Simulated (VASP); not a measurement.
Input of a VASP 6.6.1 run:

The input INCAR:

```
ALGO     = Normal         # electronic algorithm
EDIFF    = 1E-6           # SCF threshold, eV
ENCUT    = 500            # plane-wave cutoff, eV
GGA      = PE             # functional
GGA_COMPAT= False        
ISIF     = 2              # what is computed and relaxed
ISMEAR   = -1             # smearing method
LASPH    = True           # aspherical terms in the spheres
LCHARG   = False          # write CHGCAR
LREAL    = False          # projectors in reciprocal space
LWAVE    = False          # write WAVECAR
NBANDS   = 8              # bands
NELM     = 120            # most SCF steps
PREC     = Accurate       # precision mode
SIGMA    = 0.03           # smearing width, eV
```

Contents of KPOINTS:

```
k-points
0
Gamma
  13 13 7
```

File POSCAR:

```
H
1.0
    2.0149994853      0.0000000000      0.0000000000
   -1.0074997427      1.7450407429      0.0000000000
    0.0000000000      0.0000000000      3.2370000000
H
2
Direct
    0.3333333333      0.6666666667      0.2500000000
    0.6666666667      0.3333333333      0.7500000000
```

Potentials or basis: VASP PAW PBE potentials, release 64 (H).

Run with:

```sh
$ cat potpaw_PBE.64/H/POTCAR > POTCAR
$ mpirun -np 1 vasp_std > vasp.out
```

Problem. What does it give for the pressure?

Solution. -23.9 GPa.

Problem. Predict the band gap on the k mesh.

Solution. Zero (bands 1 and 2 overlap by 8.65 eV).

Stress tensor (GPa, compression positive):
```
-22.58   0.00   0.00
  0.00 -22.58   0.00
  0.00   0.00 -26.55
```

Caveat: the cell stands under tension; the atoms stand far beyond bonding distance, and open shells without spin polarisation read as a metal.
